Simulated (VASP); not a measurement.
# Hg (Im-3m) in VASP: a series of runs

Runs on Hg. Level: PBEsol. Tasks: single point.

Program: VASP 6.6.1. These are calculated values, not measurements. Logs are shortened: lines on timing, memory, paths and dates and some standing lists are left out, and cuts for length are marked.

## (1) The cell of the first run

Symmetry: Im-3m, No. 229, cubic system. The conventional cell has a = 3.241 Å, b = 3.241 Å, c = 3.241 Å, α = 90.00°, β = 90.00°, γ = 90.00°. Hg (site symmetry m-3m) has 14 Hg at 2.81 to 3.24 Å within 3.7 Å.

## (2) Single point, PBEsol

The input, INCAR:

```
ALGO     = Normal         # electronic algorithm
EDIFF    = 1E-6           # SCF threshold, eV
ENCUT    = 500            # plane-wave cutoff, eV
GGA      = PS             # functional
GGA_COMPAT= F            
ISIF     = 2              # what is computed and relaxed
ISMEAR   = -1             # smearing method
LASPH    = T              # aspherical terms in the spheres
LCHARG   = F              # write CHGCAR
LREAL    = F              # projectors in reciprocal space
LWAVE    = F              # write WAVECAR
NBANDS   = 12             # bands
NELM     = 120            # most SCF steps
PREC     = Accurate       # precision mode
SIGMA    = 0.1            # smearing width, eV
```

The input, KPOINTS:

```
k-points
0
Gamma
  10 10 10
```

The input, POSCAR:

```
Hg
1.0
   -1.6203576567      1.6203576567      1.6203576567
    1.6203576567     -1.6203576567      1.6203576567
    1.6203576567      1.6203576567     -1.6203576567
Hg
1
Direct
    0.0000000000      0.0000000000      0.0000000000
```

Potentials or basis: VASP PAW PBE potentials, release 64 (Hg).

Launch:

```console
> cat potpaw_PBE.64/Hg/POTCAR > POTCAR
> mpirun -np 1 vasp_std > vasp.out
```

OUTCAR:

```text
EDIFF = 1E-6
   ENCUT = 500
   GGA = PS
   ISIF = 2
   ISMEAR = -1
   LASPH = T
   LREAL = F
   NELM = 120
   PREC = Accurate

 ion  position               nearest neighbor table
   1  0.000  0.000  0.000-

  LATTYP: Found a body centered cubic cell.
 ALAT       =     3.2407153134

  Lattice vectors:

 A1 = (  -1.6203576567,   1.6203576567,   1.6203576567)
 A2 = (   1.6203576567,  -1.6203576567,   1.6203576567)
 A3 = (   1.6203576567,   1.6203576567,  -1.6203576567)

Analysis of symmetry for initial positions (statically):
=====================================================================
 Subroutine PRICEL returns:
 Original cell was already a primitive cell.

 Routine SETGRP: Setting up the symmetry group for a
 body centered cubic supercell.

 Subroutine GETGRP returns: Found 48 space group operations
 (whereof 48 operations were pure point group operations)
 out of a pool of 48 trial point group operations.

The static configuration has the point symmetry O_h .

Analysis of symmetry for dynamics (positions and initial velocities):
=====================================================================
 Subroutine PRICEL returns:
 Original cell was already a primitive cell.

 Routine SETGRP: Setting up the symmetry group for a
 body centered cubic supercell.

 Subroutine GETGRP returns: Found 48 space group operations
 (whereof 48 operations were pure point group operations)
 out of a pool of 48 trial point group operations.

The dynamic configuration has the point symmetry O_h .

 Subroutine INISYM returns: Found 48 space group operations
 (whereof 48 operations are pure point group operations),
 and found     1 'primitive' translations

----------------------------------------------------------------------------------------

                                     Primitive cell

  volume of cell :      17.0174

  direct lattice vectors                    reciprocal lattice vectors
    -1.620357657  1.620357657  1.620357657     0.000000000  0.308573850  0.308573850
     1.620357657 -1.620357657  1.620357657     0.308573850  0.000000000  0.308573850
     1.620357657  1.620357657 -1.620357657     0.308573850  0.308573850  0.000000000

  length of vectors
     2.806541788  2.806541788  2.806541788     0.436389323  0.436389323  0.436389323

  position of ions in fractional coordinates (direct lattice)
     0.000000000  0.000000000  0.000000000

  ion indices of the primitive-cell ions
   primitive index   ion index
                 1           1

----------------------------------------------------------------------------------------

 KPOINTS: k-points

Automatic generation of k-mesh.
 Grid dimensions read from file:
 generate k-points for:   10   10   10

 Generating k-lattice:

  Cartesian coordinates                     Fractional coordinates (reciprocal lattice)
     0.000000000  0.030857385  0.030857385     0.100000000  0.000000000  0.000000000
     0.030857385  0.000000000  0.030857385     0.000000000  0.100000000  0.000000000
     0.030857385  0.030857385  0.000000000     0.000000000  0.000000000  0.100000000

  Length of vectors
     0.043638932  0.043638932  0.043638932

  Shift w.r.t. Gamma in fractional coordinates (k-lattice)
     0.000000000  0.000000000  0.000000000

 Subroutine IBZKPT returns following result:
 ===========================================

 Found     47 irreducible k-points:

 Following reciprocal coordinates:
            Coordinates               Weight
  0.000000  0.000000  0.000000      1.000000
  0.100000  0.000000  0.000000     12.000000
  0.200000  0.000000  0.000000     12.000000
  0.300000  0.000000  0.000000     12.000000
  0.400000  0.000000  0.000000     12.000000
  0.500000  0.000000  0.000000      6.000000
[... 16 lines left out ...]
  0.300000  0.300000  0.100000      8.000000
 -0.300000  0.300000  0.100000     24.000000
 [... further k-points ...]
   k-points           NKPTS =     47   k-points in BZ     NKDIM =     47   number of bands    NBANDS=     12
   number of dos      NEDOS =    301   number of ions     NIONS =      1
   total plane-waves  NPLWV =   8000
   dimension x,y,z NGX =    20 NGY =   20 NGZ =   20
   dimension x,y,z NGXF=    40 NGYF=   40 NGZF=   40
   ions per type =               1
   NGX,Y,Z   is equivalent  to a cutoff of  11.85, 11.85, 11.85 a.u.
   NGXF,Y,Z  is equivalent  to a cutoff of  23.69, 23.69, 23.69 a.u.
 SYSTEM =  unknown system
   PREC   = accura    normal or accurate (medium, high low for compatibility)
   ISTART =      0    job   : 0-new  1-cont  2-samecut
   ICHARG =      2    charge: 1-file 2-atom 10-const
   ISPIN  =      1    spin polarized calculation?
   LNONCOLLINEAR =      F non collinear calculations
   LSORBIT =      F    spin-orbit coupling
   LASPH  =      T    aspherical Exc in radial PAW
   ENCUT  =  500.0 eV  36.75 Ry    6.06 a.u.   5.12  5.12  5.12*2*pi/ulx,y,z
   NELM   =    120;   NELMIN=  2; NELMDL= -5     # of ELM steps
   EDIFF  = 0.1E-05   stopping-criterion for ELM
   LREAL  =      F    real-space projection
   EDIFFG = 0.1E-04   stopping-criterion for IOM
   NSW    =      0    number of steps for IOM
   IBRION =     -1    ionic relax: 0-MD 1-quasi-New 2-CG
   NFREE  =      0    steps in history (QN), initial steepest desc. (CG)
   ISIF   =      2    stress and relaxation
   ISYM   =      2    0-nonsym 1-usesym 2-fastsym
   POTIM  = 0.5000    time-step for ionic-motion
   TEBEG  =    0.0;   TEEND  =   0.0 temperature during run
   PSTRESS=    0.0 pullay stress
   NELECT =      12.0000    total number of electrons
   NUPDOWN=      -1.0000    fix difference up-down
   EMIN   =  10.00;   EMAX   =-10.00  energy-range for DOS
   EFERMI =   0.00;   METHOD = LEGACY
   ISMEAR =    -1;   SIGMA  =   0.10  broadening in eV -4-tet -1-fermi 0-gaus
   EFERMI_NEDOS =   21; number of points for ismear=-14 and -15
   IALGO  =     38    algorithm
   IMIX   =      4    mixing-type and parameters
     AMIX     =   0.40;   BMIX     =  1.00
     AMIX_MAG =   1.60;   BMIX_MAG =  1.00
  volume/ion in A,a.u.               =      17.02       114.84
  Fermi-wavevector in a.u.,A,eV,Ry     =   1.457150  2.753615 28.889075  2.123287
  Thomas-Fermi vector in A             =   2.573985
   LORBIT       =      0    0 simple, 1 ext, 2 COOP (PROOUT), +10 PAW based schemes
   GGA     = PS    functional components
   LHFCALC =     F    Hartree Fock is set to
   AEXX    =    0.0000 exact exchange contribution
   IVDW    =     0    specifies the selected vdW correction
   LEPSILON=     F    determine dielectric tensor
   LRPA    =     F    only Hartree local field effects (RPA)
 non-spin polarized calculation
  energy-cutoff  :      500.00
  volume of cell :       17.02
 maximum number of plane-waves:       445
   NGX = 11   NGY = 11   NGZ = 11

 number of electron      12.0000005 magnetization

 Free energy of the ion-electron system (eV)
  ---------------------------------------------------
  ext. energy  EPLUGINS =         0.00000000
  ---------------------------------------------------
  free energy    TOTEN  =         0.03980542 eV

  energy without entropy =        0.04734530  energy(sigma->0) =        0.04357536

 E-fermi :   6.1539     XC(G=0): -12.9163

 val. band max:        6.1043022985   @ k =  -0.4000  -0.4000   0.1000
 cond. band min:       6.3516406534   @ k =  -0.4000   0.5000   0.3000
 fundamental gap:      0.2473383548
 Fermi energy:         6.1539032272

 k-point     1 :       0.0000    0.0000    0.0000
  band No.  band energies     occupation
      1      -6.5181      2.00000
      2      -2.7841      2.00000
      3      -2.7841      2.00000
      4      -2.7841      2.00000
      5      -1.1233      2.00000
      6      -1.1233      2.00000
      7      21.7746      0.00000
      8      21.7746      0.00000
      9      21.7746      0.00000
     10      27.3254      0.00000
     11      27.3254      0.00000
     12      27.3254      0.00000

 k-point     2 :       0.1000    0.0000    0.0000
  band No.  band energies     occupation
      1      -6.1619      2.00000
      2      -2.8765      2.00000
      3      -2.7629      2.00000
      4      -2.5547      2.00000
      5      -1.2232      2.00000
      6      -1.1164      2.00000
      7      21.0073      0.00000
      8      21.6311      0.00000
      9      22.0991      0.00000
     10      24.7776      0.00000
     11      25.3391      0.00000
     12      25.8455      0.00000

 k-point     3 :       0.2000    0.0000    0.0000
  band No.  band energies     occupation
      1      -5.2428      2.00000
      2      -3.1110      2.00000
      3      -2.6322      2.00000
      4      -1.9150      2.00000
      5      -1.3716      2.00000
      6      -1.0922      2.00000
      7      17.4043      0.00000
      8      20.2546      0.00000
      9      22.9329      0.00000
     10      23.0335      0.00000
     11      23.7478      0.00000
     12      25.4179      0.00000
[... 286 lines left out ...]
 k-point    23 :       0.3000    0.3000    0.1000
  band No.  band energies     occupation
      1      -3.7411      2.00000
      2      -2.6905      2.00000
      3      -2.6905      2.00000
      4      -0.9820      2.00000
      5      -0.9820      2.00000
      6       5.8175      1.93314
      7       8.5184      0.00000
      8       8.5184      0.00000
      9      14.3784      0.00000
     10      28.2602      0.00000
     11      28.2602      0.00000
     12      34.2220      0.00000

 k-point    24 :      -0.3000    0.3000    0.1000
  band No.  band energies     occupation
      1      -4.2288      2.00000
      2      -3.1516      2.00000
      3      -2.2011      2.00000
      4      -1.5458      2.00000
      5      -1.0746      2.00000
      6      -0.5297      2.00000
      7      13.0490      0.00000
      8      18.1679      0.00000
      9      18.9319      0.00000
     10      23.9450      0.00000
     11      25.4009      0.00000
     12      25.4083      0.00000

 [... further k-points ...]

------------------------ aborting loop because EDIFF is reached ----------------------------------------

  FORCE on cell =-STRESS in cart. coord.  units (eV):
  Direction    XX          YY          ZZ          XY          YZ          ZX
  --------------------------------------------------------------------------------------
  -------------------------------------------------------------------------------------
  Total        4.4790467      4.4790467      4.4790467     -0.0000000      0.0000000     -0.0000000
  in kB      421.6999225    421.6999225    421.6999225     -0.0000000      0.0000000     -0.0000000
  external PRESSURE =     421.6999225 kB  Pullay stress =       0.0000000 kB

 VOLUME and BASIS-vectors are now :
 -----------------------------------------------------------------------------
  energy-cutoff  :      500.00
  volume of cell :       17.02
      direct lattice vectors                 reciprocal lattice vectors
    -1.620357657  1.620357657  1.620357657     0.000000000  0.308573850  0.308573850
     1.620357657 -1.620357657  1.620357657     0.308573850  0.000000000  0.308573850
     1.620357657  1.620357657 -1.620357657     0.308573850  0.308573850  0.000000000

 POSITION                                       TOTAL-FORCE (eV/Angst)
 -----------------------------------------------------------------------------------
      0.00000      0.00000      0.00000        -0.000000     -0.000000     -0.000000
 -----------------------------------------------------------------------------------
    total drift:                                0.000000     -0.000000      0.000000

  FREE ENERGIE OF THE ION-ELECTRON SYSTEM (eV)
  ---------------------------------------------------
  free  energy   TOTEN  =         0.0398054208 eV

  energy  without entropy=        0.0473453035  energy(sigma->0) =        0.04357536
```

It took 7.8 s on 1 thread of Intel Xeon Platinum 8259CL at 2.50GHz (Skylake/Cascade Lake), shared host; peak memory 0.12 GiB.

Results:

```
Free energy            : 0.0398 eV
Pressure               : 42.2 GPa
Band gap on the k mesh : zero (bands 6 and 7 overlap by 4.11 eV)
```

Caveat: the cell stands under pressure; the PAW data sets were made with another functional, which shifts forces and pressure a little; spin-orbit coupling is left out, which moves the levels of the heavy elements.

(Continued in part 2 of 2.)
